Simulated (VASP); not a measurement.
# MoS2 in VASP: a series of runs

Aim: see how the results for MoS2 move with the level of theory and the settings. Levels: RPBE, PBE. Tasks: single point.

All numbers are computed with VASP 6.6.1; they aren't measurements. Logs are shortened: lines on timing, memory, paths and dates and some standing lists are left out, and cuts for length are marked.

## 1. The cell of the first run

The cell holds a slab with vacuum, 6 atoms: a = 3.226 Å, b = 3.226 Å, c = 21.956 Å, α = 90.00°, β = 90.00°, γ = 120.00°.

## 2. Single point, RPBE

Input file INCAR:

```
PREC     = Accurate       # precision mode
ENCUT    = 520            # plane-wave cutoff, eV
EDIFF    = 1E-6           # SCF threshold, eV
ISMEAR   = -1             # smearing method
SIGMA    = 0.05           # smearing width, eV
LREAL    = False          # projectors in reciprocal space
LASPH    = True           # aspherical terms in the spheres
NELM     = 100            # most SCF steps
ALGO     = Normal         # electronic algorithm
ISIF     = 2              # what is computed and relaxed
LWAVE    = False          # write WAVECAR
LCHARG   = False          # write CHGCAR
GGA      = RP             # functional
NBANDS   = 35             # bands
```

Input file KPOINTS:

```
Automatic mesh
0
Gamma
  10 10 2
```

Input file POSCAR:

```
MoS2
1.0
    3.2264481230      0.0000000000      0.0000000000
   -1.6132240615      2.7941860385      0.0000000000
    0.0000000000      0.0000000000     21.9557060374
Mo S
2 4
Direct
    0.3333333333      0.6666666667      0.8511602300
    0.6666666667      0.3333333333      0.1488397700
    0.6666666667      0.3333333333      0.7796253900
    0.3333333333      0.6666666667      0.0772510000
    0.6666666667      0.3333333333      0.9227490000
    0.3333333333      0.6666666667      0.2203746100
```

Potentials or basis: VASP PAW PBE potentials, release 64 (Mo_sv, S).

On the command line:

```console
cat potpaw_PBE.64/Mo_sv/POTCAR potpaw_PBE.64/S/POTCAR > POTCAR
mpirun -np 1 vasp_std > vasp.out
```

OUTCAR:

```text
PREC = Accurate
   ENCUT = 520
   EDIFF = 1E-6
   ISMEAR = -1
   LREAL = False
   LASPH = True
   NELM = 100
   ISIF = 2
   GGA = RP

 ion  position               nearest neighbor table
   1  0.333  0.667  0.851-   3 2.44   3 2.44   3 2.44   5 2.44   5 2.44   5 2.44
   2  0.667  0.333  0.149-   6 2.44   6 2.44   6 2.44   4 2.44   4 2.44   4 2.44
   3  0.667  0.333  0.780-   1 2.44   1 2.44   1 2.44
   4  0.333  0.667  0.077-   2 2.44   2 2.44   2 2.44
   5  0.667  0.333  0.923-   1 2.44   1 2.44   1 2.44
   6  0.333  0.667  0.220-   2 2.44   2 2.44   2 2.44

  LATTYP: Found a hexagonal cell.
 ALAT       =     3.2264481230
 C/A-ratio  =     6.8049152506

  Lattice vectors:

 A1 = (   3.2264481230,   0.0000000000,   0.0000000000)
 A2 = (  -1.6132240615,   2.7941860385,   0.0000000000)
 A3 = (   0.0000000000,   0.0000000000,  21.9557060374)

Analysis of symmetry for initial positions (statically):
=====================================================================
 Subroutine PRICEL returns:
 Original cell was already a primitive cell.

 Routine SETGRP: Setting up the symmetry group for a
 hexagonal supercell.

 Subroutine GETGRP returns: Found 12 space group operations
 (whereof 12 operations were pure point group operations)
 out of a pool of 24 trial point group operations.

The static configuration has the point symmetry D_3d.

Analysis of symmetry for dynamics (positions and initial velocities):
=====================================================================
 Subroutine PRICEL returns:
 Original cell was already a primitive cell.

 Routine SETGRP: Setting up the symmetry group for a
 hexagonal supercell.

 Subroutine GETGRP returns: Found 12 space group operations
 (whereof 12 operations were pure point group operations)
 out of a pool of 24 trial point group operations.

The dynamic configuration has the point symmetry D_3d.

 Subroutine INISYM returns: Found 12 space group operations
 (whereof 12 operations are pure point group operations),
 and found     1 'primitive' translations

----------------------------------------------------------------------------------------

                                     Primitive cell

  volume of cell :     197.9372

  direct lattice vectors                    reciprocal lattice vectors
     3.226448123  0.000000000  0.000000000     0.309938348  0.178942988  0.000000000
    -1.613224061  2.794186038  0.000000000     0.000000000  0.357885977  0.000000000
     0.000000000  0.000000000 21.955706037     0.000000000  0.000000000  0.045546247

  length of vectors
     3.226448123  3.226448123 21.955706037     0.357885977  0.357885977  0.045546247

  position of ions in fractional coordinates (direct lattice)
     0.333333333  0.666666667  0.851160230
     0.666666667  0.333333333  0.148839770
     0.666666667  0.333333333  0.779625390
     0.333333333  0.666666667  0.077251000
     0.666666667  0.333333333  0.922749000
     0.333333333  0.666666667  0.220374610

  ion indices of the primitive-cell ions
   primitive index   ion index
                 1           1
                 2           2
                 3           3
                 4           4
                 5           5
                 6           6

----------------------------------------------------------------------------------------

 KPOINTS: Automatic mesh

Automatic generation of k-mesh.
 Grid dimensions read from file:
 generate k-points for:   10   10    2

 Generating k-lattice:

  Cartesian coordinates                     Fractional coordinates (reciprocal lattice)
     0.030993835  0.017894299  0.000000000     0.100000000 -0.000000000  0.000000000
     0.000000000  0.035788598  0.000000000     0.000000000  0.100000000  0.000000000
     0.000000000  0.000000000  0.022773123     0.000000000  0.000000000  0.500000000

  Length of vectors
     0.035788598  0.035788598  0.022773123

  Shift w.r.t. Gamma in fractional coordinates (k-lattice)
     0.000000000  0.000000000  0.000000000

 Subroutine IBZKPT returns following result:
 ===========================================

 Found     28 irreducible k-points:

 Following reciprocal coordinates:
            Coordinates               Weight
  0.000000  0.000000  0.000000      1.000000
  0.100000  0.000000  0.000000      6.000000
  0.200000  0.000000  0.000000      6.000000
  0.300000  0.000000  0.000000      6.000000
  0.400000  0.000000  0.000000      6.000000
  0.500000  0.000000  0.000000      3.000000
[... 16 lines left out ...]
  0.300000  0.100000  0.500000     12.000000
  0.400000  0.100000  0.500000     12.000000
 [... further k-points ...]
   k-points           NKPTS =     28   k-points in BZ     NKDIM =     28   number of bands    NBANDS=     35
   number of dos      NEDOS =    301   number of ions     NIONS =      6
   total plane-waves  NPLWV =  96768
   dimension x,y,z NGX =    24 NGY =   24 NGZ =  168
   dimension x,y,z NGXF=    48 NGYF=   48 NGZF=  336
   ions per type =               2   4
   NGX,Y,Z   is equivalent  to a cutoff of  12.37, 12.37, 12.72 a.u.
   NGXF,Y,Z  is equivalent  to a cutoff of  24.73, 24.73, 25.44 a.u.
 SYSTEM =  unknown system
   PREC   = accura    normal or accurate (medium, high low for compatibility)
   ISTART =      0    job   : 0-new  1-cont  2-samecut
   ICHARG =      2    charge: 1-file 2-atom 10-const
   ISPIN  =      1    spin polarized calculation?
   LNONCOLLINEAR =      F non collinear calculations
   LSORBIT =      F    spin-orbit coupling
   LASPH  =      T    aspherical Exc in radial PAW
   ENCUT  =  520.0 eV  38.22 Ry    6.18 a.u.   6.00  6.00 40.82*2*pi/ulx,y,z
   NELM   =    100;   NELMIN=  2; NELMDL= -5     # of ELM steps
   EDIFF  = 0.1E-05   stopping-criterion for ELM
   LREAL  =      F    real-space projection
   EDIFFG = 0.1E-04   stopping-criterion for IOM
   NSW    =      0    number of steps for IOM
   IBRION =     -1    ionic relax: 0-MD 1-quasi-New 2-CG
   NFREE  =      0    steps in history (QN), initial steepest desc. (CG)
   ISIF   =      2    stress and relaxation
   ISYM   =      2    0-nonsym 1-usesym 2-fastsym
   POTIM  = 0.5000    time-step for ionic-motion
   TEBEG  =    0.0;   TEEND  =   0.0 temperature during run
   PSTRESS=    0.0 pullay stress
   NELECT =      52.0000    total number of electrons
   NUPDOWN=      -1.0000    fix difference up-down
   EMIN   =  10.00;   EMAX   =-10.00  energy-range for DOS
   EFERMI =   0.00;   METHOD = LEGACY
   ISMEAR =    -1;   SIGMA  =   0.05  broadening in eV -4-tet -1-fermi 0-gaus
   EFERMI_NEDOS =   21; number of points for ismear=-14 and -15
   IALGO  =     38    algorithm
   IMIX   =      4    mixing-type and parameters
     AMIX     =   0.40;   BMIX     =  1.00
     AMIX_MAG =   1.60;   BMIX_MAG =  1.00
  volume/ion in A,a.u.               =      32.99       222.62
  Fermi-wavevector in a.u.,A,eV,Ry     =   1.048496  1.981370 14.957483  1.099344
  Thomas-Fermi vector in A             =   2.183420
   LORBIT       =      0    0 simple, 1 ext, 2 COOP (PROOUT), +10 PAW based schemes
   GGA     = RP    functional components
   LHFCALC =     F    Hartree Fock is set to
   AEXX    =    0.0000 exact exchange contribution
   IVDW    =     0    specifies the selected vdW correction
   LEPSILON=     F    determine dielectric tensor
   LRPA    =     F    only Hartree local field effects (RPA)
 non-spin polarized calculation
  energy-cutoff  :      520.00
  volume of cell :      197.94
 maximum number of plane-waves:      5390
 NGX is ok and might be reduce to    24
   NGX = 11   NGY = 11   NGZ = 81

 number of electron      52.0000001 magnetization

 Free energy of the ion-electron system (eV)
  ---------------------------------------------------
  ext. energy  EPLUGINS =         0.00000000
  ---------------------------------------------------
  free energy    TOTEN  =       -41.23486354 eV

  energy without entropy =      -41.23486340  energy(sigma->0) =      -41.23486347

 E-fermi :   2.0238     XC(G=0):  -6.4274

 val. band max:        1.4026013282   @ k =   0.0000   0.0000   0.0000
 cond. band min:       2.7549470491   @ k =   0.3000   0.3000   0.5000
 fundamental gap:      1.3523457209
 Fermi energy:         2.0238141063

 k-point     1 :       0.0000    0.0000    0.0000
  band No.  band energies     occupation
      1     -59.8663      2.00000
      2     -59.8663      2.00000
      3     -33.9683      2.00000
      4     -33.9683      2.00000
      5     -33.8119      2.00000
      6     -33.8119      2.00000
[... 27 lines left out ...]
     34       3.9503      0.00000
     35       6.2810      0.00000

 k-point     2 :       0.1000    0.0000    0.0000
  band No.  band energies     occupation
      1     -59.8634      2.00000
      2     -59.8633      2.00000
      3     -33.9623      2.00000
      4     -33.9623      2.00000
      5     -33.8429      2.00000
      6     -33.8429      2.00000
[... 27 lines left out ...]
     34       3.9550      0.00000
     35       6.5057      0.00000

 k-point     3 :       0.2000    0.0000    0.0000
  band No.  band energies     occupation
      1     -59.8557      2.00000
      2     -59.8557      2.00000
      3     -33.9467      2.00000
      4     -33.9467      2.00000
      5     -33.9231      2.00000
      6     -33.9231      2.00000
[... 27 lines left out ...]
     34       4.4597      0.00000
     35       7.0637      0.00000
[... 723 lines left out ...]
 k-point    23 :       0.3000    0.1000    0.5000
  band No.  band energies     occupation
      1     -59.8409      2.00000
      2     -59.8408      2.00000
      3     -34.0620      2.00000
      4     -34.0620      2.00000
      5     -33.9165      2.00000
      6     -33.9165      2.00000
[... 27 lines left out ...]
     34       5.2727      0.00000
     35       8.4575      0.00000

 k-point    24 :       0.4000    0.1000    0.5000
  band No.  band energies     occupation
      1     -59.8355      2.00000
      2     -59.8355      2.00000
      3     -34.1122      2.00000
      4     -34.1122      2.00000
      5     -33.9057      2.00000
      6     -33.9057      2.00000
[... 27 lines left out ...]
     34       5.2585      0.00000
     35       7.5223      0.00000

 [... further k-points ...]

------------------------ aborting loop because EDIFF is reached ----------------------------------------

  FORCE on cell =-STRESS in cart. coord.  units (eV):
  Direction    XX          YY          ZZ          XY          YZ          ZX
  --------------------------------------------------------------------------------------
  -------------------------------------------------------------------------------------
  Total       -1.3991650     -1.3991650     -1.0233507     -0.0000000      0.0000000      0.0000000
  in kB      -11.3253626    -11.3253626     -8.2833814     -0.0000000      0.0000000      0.0000000
  external PRESSURE =     -10.3113689 kB  Pullay stress =       0.0000000 kB

 VOLUME and BASIS-vectors are now :
 -----------------------------------------------------------------------------
  energy-cutoff  :      520.00
  volume of cell :      197.94
      direct lattice vectors                 reciprocal lattice vectors
     3.226448123  0.000000000  0.000000000     0.309938348  0.178942988  0.000000000
    -1.613224061  2.794186038  0.000000000     0.000000000  0.357885977  0.000000000
     0.000000000  0.000000000 21.955706037     0.000000000  0.000000000  0.045546247

 POSITION                                       TOTAL-FORCE (eV/Angst)
 -----------------------------------------------------------------------------------
     -0.00000      1.86279     18.68782         0.000000     -0.000000     -0.002858
      1.61322      0.93140      3.26788        -0.000000      0.000000      0.002858
      1.61322      0.93140     17.11723        -0.000000      0.000000      0.230806
     -0.00000      1.86279      1.69610        -0.000000      0.000000      0.364606
      1.61322      0.93140     20.25961        -0.000000     -0.000000     -0.364606
     -0.00000      1.86279      4.83848         0.000000     -0.000000     -0.230806
 -----------------------------------------------------------------------------------
    total drift:                                0.000000     -0.000000      0.000000

  FREE ENERGIE OF THE ION-ELECTRON SYSTEM (eV)
  ---------------------------------------------------
  free  energy   TOTEN  =       -41.2348635442 eV

  energy  without entropy=      -41.2348633974  energy(sigma->0) =      -41.23486347
```

Run time: 1.9 min. Hardware: 1 thread of Intel Xeon 6975P-C (Granite Rapids), shared host; peak memory 0.38 GiB.

Results:

```
Free energy            : -41.2349 eV
Largest force          : 0.365 eV/Å
Band gap on the k mesh : 1.35 eV (least direct gap 1.79 eV)
```

Forces on the atoms (eV/Å):
```
Mo   0.000  0.000 -0.003
Mo   0.000  0.000  0.003
S    0.000  0.000  0.231
S    0.000  0.000  0.365
S    0.000  0.000 -0.365
S    0.000  0.000 -0.231
```

Caveat: the PAW data sets were made with another functional, which shifts forces and pressure a little.

## 3. Single point, PBE

This run uses another cell than the first one.

Input file INCAR:

```
PREC     = Accurate       # precision mode
ENCUT    = 520            # plane-wave cutoff, eV
EDIFF    = 1E-6           # SCF threshold, eV
ISMEAR   = -1             # smearing method
SIGMA    = 0.05           # smearing width, eV
LREAL    = F              # projectors in reciprocal space
LASPH    = T              # aspherical terms in the spheres
NELM     = 80             # most SCF steps
ALGO     = Normal         # electronic algorithm
ISIF     = 2              # what is computed and relaxed
LWAVE    = F              # write WAVECAR
LCHARG   = F              # write CHGCAR
GGA      = PE             # functional
NBANDS   = 35             # bands
```

Input file KPOINTS:

```
regular mesh
0
Gamma
  10 10 2
```

POSCAR, as its differences from that of step 2:

```diff
@@ -2,5 +2,5 @@
 1.0
-    3.2264481230      0.0000000000      0.0000000000
-   -1.6132240615      2.7941860385      0.0000000000
-    0.0000000000      0.0000000000     21.9557060374
+    3.2469993021      0.0000000000      0.0000000000
+   -1.6234996510      2.8119838817      0.0000000000
+    0.0000000000      0.0000000000     22.0955550693
 Mo S
```

Potentials or basis: VASP PAW PBE potentials, release 64 (Mo_sv, S).

On the command line:

```console
cat potpaw_PBE.64/Mo_sv/POTCAR potpaw_PBE.64/S/POTCAR > POTCAR
mpirun -np 1 vasp_std > vasp.out
```

Run time: 1.9 min. Hardware: 1 thread of Intel Xeon 6975P-C (Granite Rapids), shared host; peak memory 0.39 GiB.

It converged, with:

| Quantity | Value |
| --- | --- |
| Free energy | -43.5804 eV |
| Largest force | 0.712 eV/Å |
| Band gap on the k mesh | 1.31 eV (least direct gap 1.74 eV) |

Forces in eV/Å, atoms in the order of the input:
```
Mo   0.000  0.000  0.002
Mo   0.000  0.000 -0.002
S    0.000  0.000  0.668
S    0.000  0.000  0.712
S    0.000  0.000 -0.712
S    0.000  0.000 -0.668
```

Levels at points of the mesh, in eV from the valence-band top:
```csv
k point,band 24,band 25,band 26,band 27,band 28,band 29
"(0.00, 0.00, 0.00)",-1.63,-0.40,0.00,2.25,2.25,2.26
"(0.50, 0.00, 0.00)",-1.33,-0.93,-0.90,1.72,1.73,2.17
"(0.00, 0.00, 0.50)",-1.63,-0.40,0.00,2.25,2.25,2.26
"(0.50, 0.00, 0.50)",-1.33,-0.93,-0.90,1.72,1.73,2.17
```
